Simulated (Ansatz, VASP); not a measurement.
## SiC in VASP and in Ansatz

INCAR

```
SYSTEM = SiC
ALGO = Normal
EDIFF = 1E-6
ENCUT = 520
GGA = PE
ISIF = 2
ISMEAR = 0
LASPH = .True.
LCHARG = .False.
LREAL = .False.
LWAVE = .False.
NBANDS = 16
NELM = 60
PREC = Accurate
SIGMA = 0.05
```

File KPOINTS:

```
k-points
0
Gamma
  12 12 6
  0 0 0
```

Contents of POSCAR:

```
SiC
1.0
    3.0389289587      0.0000000000      0.0000000000
   -1.5194644794      2.6317896786      0.0000000000
    0.0000000000      0.0000000000      5.2527887052
Si C
2 2
Direct
    0.3333333333      0.6666666667      0.0045639005
    0.6666666667      0.3333333333      0.5045639005
    0.3333333333      0.6666666667      0.4251748739
    0.6666666667      0.3333333333      0.9251748739
```

Input for Ansatz:

```yaml
crystal:
  lattice:
    - [3.0389289587, 0.0, 0.0]
    - [-1.5194644794, 2.6317896786, 0.0]
    - [0.0, 0.0, 5.2527887052]
  atoms:
    - { symbol: Si, position: [0.3333333333, 0.6666666667, 0.0045639005] }
    - { symbol: Si, position: [0.6666666667, 0.3333333333, 0.5045639005] }
    - { symbol: C, position: [0.3333333333, 0.6666666667, 0.4251748739] }
    - { symbol: C, position: [0.6666666667, 0.3333333333, 0.9251748739] }
basis:
  ecutwfc: 520.0
kpoints:
  mp_grid: { grid: [12, 12, 6] }
hamiltonian:
  xc: pbe
  pseudopotentials: { kind: paw, azcp: { folder: soft_1 } }
scf:
  occupations: { method: gaussian, width: 0.05 }
output:
  forces: true
  stress: true
  eigenvalues: true
```

Alike in both runs: task single point; functional PBE; k mesh 12 × 12 × 6; occupations gaussian, width 0.05 eV; no spin polarisation.

|  | VASP | Ansatz |
| --- | --- | --- |
| version | VASP 6.6.1 | Ansatz 0.2.0 |
| potentials or method | VASP PAW PBE potentials, release 64 (Si, C), cutoff 520 eV | scalar-relativistic, plane waves, PAW |
| valence electrons in the cell | 16 | 16 |

Ansatz gave:

* gap on the k mesh at the Fermi level (eV): 2.17
* least direct gap on the mesh (eV): 4.18
* pressure (GPa): 9.2
* traceless stress, the component that is largest in VASP (GPa): -21.22
* rms of the force components (eV/Å): 1.252

Q: Estimate VASP's values.

A: gap on the k mesh at the Fermi level (eV): 2.16; least direct gap on the mesh (eV): 4.17; pressure (GPa): 9.1; traceless stress, the component that is largest in VASP (GPa): -21.23; rms of the force components (eV/Å): 1.254.

Atom by atom the forces differ by 0.002 eV/Å (rms over components).
